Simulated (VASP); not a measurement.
# NaOs (P3m1) in VASP: notebook

Runs on NaOs. Level: PBE. Tasks: single point, relaxation of cell and atoms.

Everything below comes from runs of VASP 6.6.1. Logs are shortened: lines on timing, memory, paths and dates and some standing lists are left out, and cuts for length are marked.

**1. The cell of the first run**

Symmetry: P3m1, No. 156, trigonal system. Conventional cell: a = 2.769 Å, b = 2.769 Å, c = 15.954 Å, α = 90.00°, β = 90.00°, γ = 120.00°. Na (site symmetry 3m) has 6 Na at 2.77 Å and 6 Os at 3.06 to 3.20 Å within 3.6 Å. Within 3.6 Å of Na (site symmetry 3m) lie 6 Na at 2.77 Å and 3 Os at 3.15 Å. Within 3.6 Å of Na (site symmetry 3m) lie 6 Na at 2.77 Å and 3 Os at 3.05 Å. Os (site symmetry 3m) has 9 Os at 2.58 to 2.77 Å and 3 Na at 3.20 Å within 3.4 Å. Within 3.4 Å of Os (site symmetry 3m) lie 9 Os at 2.58 to 2.77 Å and 3 Na at 3.15 Å. Os (site symmetry 3m) has 6 Os at 2.77 Å and 6 Na at 3.05 to 3.06 Å within 3.6 Å.

**2. Single point, PBE**

File INCAR:

```
  ALGO = Normal
  EDIFF = 1E-6
  ENCUT = 520
  GGA = PE
  ISIF = 2
  ISMEAR = 0
  LASPH = True
  LCHARG = False
  LREAL = False
  LWAVE = False
  NBANDS = 32
  NELM = 60
  PREC = Accurate
  SIGMA = 0.2
```

File KPOINTS:

```
k-points
0
Gamma
  7 7 1
```

File POSCAR:

```
NaOs
1.0
    2.7686940944      0.0000000000      0.0000000000
   -1.3843470472      2.3977594211      0.0000000000
    0.0000000000      0.0000000000     15.9541959558
Na Os
3 3
Direct
    0.3333333333      0.6666666667     -0.0072781421
    0.0000000000      0.0000000000      0.5215694942
    0.3333333333      0.6666666667      0.3186368179
    0.0000000000      0.0000000000      0.8188896601
    0.3333333333      0.6666666667      0.6919991562
    0.0000000000      0.0000000000      0.1561820737
```

Potentials or basis: VASP PAW PBE potentials, release 64 (Na_pv, Os).

The run is started by

```sh
cat potpaw_PBE.64/Na_pv/POTCAR potpaw_PBE.64/Os/POTCAR > POTCAR
mpirun -np 1 vasp_std > vasp.out
```

OUTCAR:

```text
EDIFF = 1E-6
   ENCUT = 520
   GGA = PE
   ISIF = 2
   ISMEAR = 0
   LASPH = True
   LREAL = False
   NELM = 60
   PREC = Accurate

 ion  position               nearest neighbor table
   1  0.333  0.667  0.993-   6 3.06   6 3.06   6 3.06
   2  0.000  0.000  0.522-
   3  0.333  0.667  0.319-   6 3.05   6 3.05   6 3.05
   4  0.000  0.000  0.819-   5 2.58   5 2.58   5 2.58
   5  0.333  0.667  0.692-   4 2.58   4 2.58   4 2.58
   6  0.000  0.000  0.156-   3 3.05   3 3.05   3 3.05   1 3.06   1 3.06   1 3.06

  LATTYP: Found a hexagonal cell.
 ALAT       =     2.7686940944
 C/A-ratio  =     5.7623541684

  Lattice vectors:

 A1 = (   2.7686940944,   0.0000000000,   0.0000000000)
 A2 = (  -1.3843470472,   2.3977594211,   0.0000000000)
 A3 = (   0.0000000000,   0.0000000000,  15.9541959558)

Analysis of symmetry for initial positions (statically):
=====================================================================
 Subroutine PRICEL returns:
 Original cell was already a primitive cell.

 Routine SETGRP: Setting up the symmetry group for a
 hexagonal supercell.

 Subroutine GETGRP returns: Found  6 space group operations
 (whereof  6 operations were pure point group operations)
 out of a pool of 24 trial point group operations.

The static configuration has the point symmetry C_3v.

Analysis of symmetry for dynamics (positions and initial velocities):
=====================================================================
 Subroutine PRICEL returns:
 Original cell was already a primitive cell.

 Routine SETGRP: Setting up the symmetry group for a
 hexagonal supercell.

 Subroutine GETGRP returns: Found  6 space group operations
 (whereof  6 operations were pure point group operations)
 out of a pool of 24 trial point group operations.

The dynamic configuration has the point symmetry C_3v.

 Subroutine INISYM returns: Found  6 space group operations
 (whereof  6 operations are pure point group operations),
 and found     1 'primitive' translations

----------------------------------------------------------------------------------------

                                     Primitive cell

  volume of cell :     105.9145

  direct lattice vectors                    reciprocal lattice vectors
     2.768694094  0.000000000  0.000000000     0.361181108  0.208528010  0.000000000
    -1.384347047  2.397759421  0.000000000     0.000000000  0.417056020  0.000000000
     0.000000000  0.000000000 15.954195956     0.000000000  0.000000000  0.062679436

  length of vectors
     2.768694094  2.768694094 15.954195956     0.417056020  0.417056020  0.062679436

  position of ions in fractional coordinates (direct lattice)
     0.333333333  0.666666667  0.992721858
     0.000000000  0.000000000  0.521569494
     0.333333333  0.666666667  0.318636818
     0.000000000  0.000000000  0.818889660
     0.333333333  0.666666667  0.691999156
     0.000000000  0.000000000  0.156182074

  ion indices of the primitive-cell ions
   primitive index   ion index
                 1           1
                 2           2
                 3           3
                 4           4
                 5           5
                 6           6

----------------------------------------------------------------------------------------

 KPOINTS: k-points

Automatic generation of k-mesh.
 Grid dimensions read from file:
 generate k-points for:    7    7    1

 Generating k-lattice:

  Cartesian coordinates                     Fractional coordinates (reciprocal lattice)
     0.051597301  0.029789716  0.000000000     0.142857143  0.000000000  0.000000000
     0.000000000  0.059579431  0.000000000     0.000000000  0.142857143  0.000000000
     0.000000000  0.000000000  0.062679436     0.000000000  0.000000000  1.000000000

  Length of vectors
     0.059579431  0.059579431  0.062679436

  Shift w.r.t. Gamma in fractional coordinates (k-lattice)
     0.000000000  0.000000000  0.000000000

 Subroutine IBZKPT returns following result:
 ===========================================

 Found      8 irreducible k-points:

 Following reciprocal coordinates:
            Coordinates               Weight
  0.000000  0.000000  0.000000      1.000000
  0.142857 -0.000000  0.000000      6.000000
  0.285714 -0.000000  0.000000      6.000000
  0.428571  0.000000  0.000000      6.000000
  0.142857  0.142857  0.000000      6.000000
  0.285714  0.142857  0.000000     12.000000
  0.428571  0.142857  0.000000      6.000000
  0.285714  0.285714  0.000000      6.000000
   k-points           NKPTS =      8   k-points in BZ     NKDIM =      8   number of bands    NBANDS=     32
   number of dos      NEDOS =    301   number of ions     NIONS =      6
   total plane-waves  NPLWV =  69120
   dimension x,y,z NGX =    24 NGY =   24 NGZ =  120
   dimension x,y,z NGXF=    48 NGYF=   48 NGZF=  240
   ions per type =               3   3
   NGX,Y,Z   is equivalent  to a cutoff of  14.41, 14.41, 12.50 a.u.
   NGXF,Y,Z  is equivalent  to a cutoff of  28.82, 28.82, 25.01 a.u.
 SYSTEM =  unknown system
   PREC   = accura    normal or accurate (medium, high low for compatibility)
   ISTART =      0    job   : 0-new  1-cont  2-samecut
   ICHARG =      2    charge: 1-file 2-atom 10-const
   ISPIN  =      1    spin polarized calculation?
   LNONCOLLINEAR =      F non collinear calculations
   LSORBIT =      F    spin-orbit coupling
   LASPH  =      T    aspherical Exc in radial PAW
   ENCUT  =  520.0 eV  38.22 Ry    6.18 a.u.   5.15  5.15 29.66*2*pi/ulx,y,z
   NELM   =     60;   NELMIN=  2; NELMDL= -5     # of ELM steps
   EDIFF  = 0.1E-05   stopping-criterion for ELM
   LREAL  =      F    real-space projection
   EDIFFG = 0.1E-04   stopping-criterion for IOM
   NSW    =      0    number of steps for IOM
   IBRION =     -1    ionic relax: 0-MD 1-quasi-New 2-CG
   NFREE  =      0    steps in history (QN), initial steepest desc. (CG)
   ISIF   =      2    stress and relaxation
   ISYM   =      2    0-nonsym 1-usesym 2-fastsym
   POTIM  = 0.5000    time-step for ionic-motion
   TEBEG  =    0.0;   TEEND  =   0.0 temperature during run
   PSTRESS=    0.0 pullay stress
   NELECT =      45.0000    total number of electrons
   NUPDOWN=      -1.0000    fix difference up-down
   EMIN   =  10.00;   EMAX   =-10.00  energy-range for DOS
   EFERMI =   0.00;   METHOD = LEGACY
   ISMEAR =     0;   SIGMA  =   0.20  broadening in eV -4-tet -1-fermi 0-gaus
   EFERMI_NEDOS =   21; number of points for ismear=-14 and -15
   IALGO  =     38    algorithm
   IMIX   =      4    mixing-type and parameters
     AMIX     =   0.40;   BMIX     =  1.00
     AMIX_MAG =   1.60;   BMIX_MAG =  1.00
  volume/ion in A,a.u.               =      17.65       119.12
  Fermi-wavevector in a.u.,A,eV,Ry     =   1.230724  2.325730 20.608478  1.514680
  Thomas-Fermi vector in A             =   2.365561
   LORBIT       =      0    0 simple, 1 ext, 2 COOP (PROOUT), +10 PAW based schemes
   GGA     = PE    functional components
   LHFCALC =     F    Hartree Fock is set to
   AEXX    =    0.0000 exact exchange contribution
   IVDW    =     0    specifies the selected vdW correction
   LEPSILON=     F    determine dielectric tensor
   LRPA    =     F    only Hartree local field effects (RPA)
 non-spin polarized calculation
 Gauss-broadening in eV      SIGMA  =   0.20
  energy-cutoff  :      520.00
  volume of cell :      105.91
 maximum number of plane-waves:      2879
 NGX is ok and might be reduce to    24
   NGX = 11   NGY = 11   NGZ = 59

 number of electron      44.9999999 magnetization

 Free energy of the ion-electron system (eV)
  ---------------------------------------------------
  ext. energy  EPLUGINS =         0.00000000
  ---------------------------------------------------
  free energy    TOTEN  =       -33.98063771 eV

  energy without entropy =      -33.90944500  energy(sigma->0) =      -33.94504135

 E-fermi :   4.8468     XC(G=0): -10.6376

 val. band max:        4.7667946866   @ k =   0.2857   0.1429   0.0000
 cond. band min:       4.9725629658   @ k =   0.2857   0.2857   0.0000
 fundamental gap:      0.2057682791
 Fermi energy:         4.8467953381

 k-point     1 :       0.0000    0.0000    0.0000
  band No.  band energies     occupation
      1     -20.0835      2.00000
      2     -20.0324      2.00000
      3     -19.9976      2.00000
      4     -19.9976      2.00000
      5     -19.9788      2.00000
      6     -19.9788      2.00000
[... 24 lines left out ...]
     31       6.5810      0.00000
     32       9.3854      0.00000

 k-point     2 :       0.1429   -0.0000    0.0000
  band No.  band energies     occupation
      1     -20.0811      2.00000
      2     -20.0687      2.00000
      3     -20.0602      2.00000
      4     -20.0185      2.00000
      5     -20.0149      2.00000
      6     -19.9960      2.00000
[... 24 lines left out ...]
     31       7.6713      0.00000
     32      10.5523      0.00000

 k-point     3 :       0.2857   -0.0000    0.0000
  band No.  band energies     occupation
      1     -20.2634      2.00000
      2     -20.2438      2.00000
      3     -20.0536      2.00000
      4     -20.0346      2.00000
      5     -20.0304      2.00000
      6     -19.9879      2.00000
[... 24 lines left out ...]
     31       9.0568      0.00000
     32      12.3155      0.00000

 k-point     4 :       0.4286    0.0000    0.0000
  band No.  band energies     occupation
      1     -20.4055      2.00000
      2     -20.3854      2.00000
      3     -20.0846      2.00000
      4     -20.0654      2.00000
      5     -20.0010      2.00000
      6     -19.9648      2.00000
[... 24 lines left out ...]
     31       9.9916      0.00000
     32      10.3695      0.00000

 k-point     5 :       0.1429    0.1429    0.0000
  band No.  band energies     occupation
      1     -20.2015      2.00000
      2     -20.1822      2.00000
      3     -20.0550      2.00000
      4     -20.0407      2.00000
      5     -20.0359      2.00000
      6     -19.9964      2.00000
[... 24 lines left out ...]
     31       8.7368      0.00000
     32      12.0686      0.00000

 k-point     6 :       0.2857    0.1429    0.0000
  band No.  band energies     occupation
      1     -20.3388      2.00000
      2     -20.3189      2.00000
      3     -20.1140      2.00000
      4     -20.0949      2.00000
      5     -20.0076      2.00000
      6     -19.9688      2.00000
[... 24 lines left out ...]
     31      10.1460      0.00000
     32      11.4660      0.00000

 k-point     7 :       0.4286    0.1429    0.0000
  band No.  band energies     occupation
      1     -20.3977      2.00000
      2     -20.3776      2.00000
      3     -20.1412      2.00000
      4     -20.1219      2.00000
      5     -19.9929      2.00000
      6     -19.9570      2.00000
[... 24 lines left out ...]
     31       9.9215      0.00000
     32      10.4738      0.00000

 k-point     8 :       0.2857    0.2857    0.0000
  band No.  band energies     occupation
      1     -20.3379      2.00000
      2     -20.3181      2.00000
      3     -20.2235      2.00000
      4     -20.2040      2.00000
      5     -19.9895      2.00000
      6     -19.9535      2.00000
[... 24 lines left out ...]
     31      10.7704      0.00000
     32      10.9518      0.00000

------------------------ aborting loop because EDIFF is reached ----------------------------------------

  FORCE on cell =-STRESS in cart. coord.  units (eV):
  Direction    XX          YY          ZZ          XY          YZ          ZX
  --------------------------------------------------------------------------------------
  -------------------------------------------------------------------------------------
  Total        0.0851125      0.0851125     -0.1849864      0.0000000      0.0000000      0.0000000
  in kB        1.2875032      1.2875032     -2.7983046      0.0000000      0.0000000      0.0000000
  external PRESSURE =      -0.0744327 kB  Pullay stress =       0.0000000 kB

 VOLUME and BASIS-vectors are now :
 -----------------------------------------------------------------------------
  energy-cutoff  :      520.00
  volume of cell :      105.91
      direct lattice vectors                 reciprocal lattice vectors
     2.768694094  0.000000000  0.000000000     0.361181108  0.208528010  0.000000000
    -1.384347047  2.397759421  0.000000000     0.000000000  0.417056020  0.000000000
     0.000000000  0.000000000 15.954195956     0.000000000  0.000000000  0.062679436

 POSITION                                       TOTAL-FORCE (eV/Angst)
 -----------------------------------------------------------------------------------
     -0.00000      1.59851     15.83808         0.000000      0.000000     -0.030366
      0.00000      0.00000      8.32122        -0.000000      0.000000      0.021198
     -0.00000      1.59851      5.08359         0.000000     -0.000000     -0.074361
      0.00000      0.00000     13.06473        -0.000000     -0.000000     -0.034375
     -0.00000      1.59851     11.04029        -0.000000     -0.000000      0.069116
      0.00000      0.00000      2.49176        -0.000000     -0.000000      0.048789
 -----------------------------------------------------------------------------------
    total drift:                                0.000000      0.000000      0.000549

  FREE ENERGIE OF THE ION-ELECTRON SYSTEM (eV)
  ---------------------------------------------------
  free  energy   TOTEN  =       -33.9806377088 eV

  energy  without entropy=      -33.9094449985  energy(sigma->0) =      -33.94504135
```

It took 44 s on 1 thread of Intel Xeon 6975P-C, shared host; peak memory 0.24 GiB.

What came out:

| Item | Value |
| --- | --- |
| Free energy | -33.9806 eV |
| Pressure | 0.0 GPa |
| Largest force | 0.074 eV/Å |

Forces in eV/Å, atoms in the order of the input:
```
Na   0.000  0.000 -0.030
Na   0.000  0.000  0.021
Na   0.000  0.000 -0.074
Os   0.000  0.000 -0.034
Os   0.000  0.000  0.069
Os   0.000  0.000  0.049
```

Caveat: the k points lie up to 0.39 Å⁻¹ apart; spin-orbit coupling is left out, which moves the levels of the heavy elements.

**3. Relaxation of cell and atoms, PBE**

This run uses another cell than the first one, of 18.08 Å³/atom, 1.024 times its volume.

File INCAR:

```
PREC = Accurate
ENCUT = 600
EDIFF = 1E-6
ISMEAR = 0
SIGMA = 0.2
LREAL = F
LASPH = T
NELM = 80
ALGO = Normal
ISIF = 3
LWAVE = F
LCHARG = F
GGA = PE
IBRION = 2
NSW = 36
EDIFFG = -0.08
```

File KPOINTS:

```
regular mesh
0
Gamma
  7 7 1
```

File POSCAR:

```
NaOs
1.0
    2.7960468800      0.0000000000      0.0000000000
   -1.3980234400      2.4214476300      0.0000000000
    0.0000000000      0.0000000000     16.0226844200
Na Os
3 3
Direct
    0.3333333300      0.6666666700      0.0034215400
    0.0000000000      0.0000000000      0.4914379400
    0.3333333300      0.6666666700      0.3401978600
    0.0000000000      0.0000000000      0.8343533900
    0.3333333300      0.6666666700      0.6577641400
    0.0000000000      0.0000000000      0.1728241900
```

Potentials or basis: VASP PAW PBE potentials, release 64 (Na_pv, Os).

The run is started by

```sh
cat potpaw_PBE.64/Na_pv/POTCAR potpaw_PBE.64/Os/POTCAR > POTCAR
mpirun -np 1 vasp_std > vasp.out
```

Run time: 16 min. Hardware: 1 thread of Intel Xeon 6975P-C, shared host; peak memory 0.28 GiB.

Results (log left out):

```
Free energy                            : -33.9831 eV
Relaxed volume                         : 17.72 Å³/atom
Relaxed cell                           : a = 2.772 Å, b = 2.772 Å, c = 15.975 Å, α = 90.00°, β = 90.00°, γ = 120.00°
Space group after relaxing (to 0.05 Å) : P3m1 (No. 156)
Energy gained by relaxing              : 378.1 meV/atom
Ionic steps                            : 30
Pressure after relaxing                : -0.2 GPa
Largest force after relaxing           : 0.068 eV/Å
```

Forces on the atoms (eV/Å):
```
Na   0.000  0.000  0.068
Na   0.000  0.000 -0.016
Na   0.000  0.000 -0.047
Os   0.000  0.000 -0.005
Os   0.000  0.000  0.041
Os   0.000  0.000 -0.040
```

Step by step:
```tsv
step	energy change (eV)	largest force (eV/Å)	pressure (GPa)	volume (Å³)
1	0.0000	1.7805	-9.84	108.48
2	-0.3806	2.0395	14.58	91.93
3	-0.5763	2.0472	3.43	97.42
4	-1.2609	2.2873	5.97	95.81
5	2.9320	18.6904	52.60	90.83
6	-1.3360	2.2538	6.85	95.29
7	-1.4541	2.5299	18.88	93.08
8	-1.5813	1.5165	10.32	94.37
9	-1.6199	0.8470	14.18	93.69
10	-1.8209	2.1689	9.85	97.92
11	-1.8209	2.1497	9.90	97.88
12	-2.0587	0.6081	1.60	102.30
13	-2.0736	0.7518	-0.97	103.96
14	-2.1064	0.7058	-0.73	104.08
15	-2.1582	0.5594	0.19	104.42
16	-2.1599	0.5273	0.43	104.49
17	-2.1792	0.3540	0.48	104.91
18	-2.1866	0.5880	0.61	105.35
19	-2.2021	0.3586	-0.68	106.24
20	-2.2082	0.2652	-1.99	107.23
21	-2.2198	0.2280	-1.75	107.02
22	-2.2464	0.1796	-1.02	106.40
23	-2.2599	0.2886	0.62	105.16
24	-2.2617	0.2595	0.16	105.48
25	-2.2642	0.1253	0.31	105.54
26	-2.2644	0.1382	0.37	105.55
27	-2.2659	0.1070	-0.10	105.95
28	-2.2662	0.0983	-0.45	106.26
29	-2.2674	0.0810	-0.39	106.28
30	-2.2689	0.0680	-0.24	106.31
```

Final structure:
```yaml
crystal:
  lattice:
    - [2.77206, 0.00000, 0.00000]
    - [-1.38603, 2.40068, 0.00000]
    - [0.00000, 0.00000, 15.97532]
  atoms:
    - { symbol: Na, position: [0.33333, 0.66667, 0.99134] }
    - { symbol: Na, position: [0.00000, 0.00000, 0.52279] }
    - { symbol: Na, position: [0.33333, 0.66667, 0.31835] }
    - { symbol: Os, position: [0.00000, 0.00000, 0.81873] }
    - { symbol: Os, position: [0.33333, 0.66667, 0.69222] }
    - { symbol: Os, position: [0.00000, 0.00000, 0.15656] }
```

Levels at points of the mesh, in eV from the Fermi level:
```csv
k point,band 19,band 20,band 21,band 22,band 23,band 24,band 25,band 26,band 27
"(0.00, 0.00, 0.00)",-2.64,-2.45,-1.89,-1.72,-1.72,-0.33,-0.10,-0.10,1.03
```

Caveat: the k points lie up to 0.39 Å⁻¹ apart in the final cell; spin-orbit coupling is left out, which moves the levels of the heavy elements; the relaxation stopped at a loose force limit of 0.08 eV/Å, so its end isn't a converged minimum.
